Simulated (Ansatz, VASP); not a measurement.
One calculation of SiNi, two programs

File INCAR:

```
ALGO = Normal
EDIFF = 1E-7
ENCUT = 520
GGA = PE
ISIF = 2
ISMEAR = -1
LASPH = T
LCHARG = F
LREAL = F
LWAVE = F
NBANDS = 14
NELM = 60
PREC = Accurate
SIGMA = 0.1
```

KPOINTS

```
k-points
0
Gamma
  15 15 15
```

Contents of POSCAR:

```
SiNi
1.0
    2.8387275338      0.0000000000      0.0000000000
    0.0000000000      2.8387275338      0.0000000000
    0.0000000000      0.0000000000      2.8387275338
Ni Si
1 1
Direct
    0.0000000000      0.0000000000      0.0000000000
    0.5000000000      0.5000000000      0.5000000000
```

Input for Ansatz:

```yaml
crystal:
  lattice:
    - [2.8387275338, 0.0, 0.0]
    - [0.0, 2.8387275338, 0.0]
    - [0.0, 0.0, 2.8387275338]
  atoms:
    - { symbol: Ni, position: [0.0, 0.0, 0.0] }
    - { symbol: Si, position: [0.5, 0.5, 0.5] }
kpoints:
  mp_grid: { grid: [15, 15, 15] }
  band_path:
    path:
      - [0.0, 0.0, 0.0]
      - [0.0, 0.5, 0.0]
      - [0.5, 0.5, 0.0]
      - [0.0, 0.0, 0.0]
      - [0.5, 0.5, 0.5]
      - [0.0, 0.5, 0.0]
      - [0.5, 0.5, 0.5]
      - [0.5, 0.5, 0.0]
    npoints: 14
scf:
  occupations: { method: fermi_dirac, width: 0.1 }
hamiltonian:
  xc: pbe
  pseudopotentials: { kind: all_electron, lapw: { basis_error: 0.001 } }
output:
  forces: true
  stress: true
  eigenvalues: true
  populations: true
  dos: { projected: true, de: 0.2, e_range: [-14, 8] }
```

Alike in both runs: task single point; functional PBE; k mesh 15 × 15 × 15; occupations fermi-dirac, width 0.1 eV; no spin polarisation.

|  | VASP | Ansatz |
| --- | --- | --- |
| version | VASP 6.6.1 | Ansatz 0.2.0 |
| potentials or method | VASP PAW PBE potentials, release 64 (Ni, Si), cutoff 520 eV | all-electron LAPW, scalar-relativistic |

```csv
,VASP,Ansatz,Ansatz less VASP
pressure (GPa),0.1,0.0,-0.08
```

Ansatz ran all-electron here, and VASP with PAW potentials.
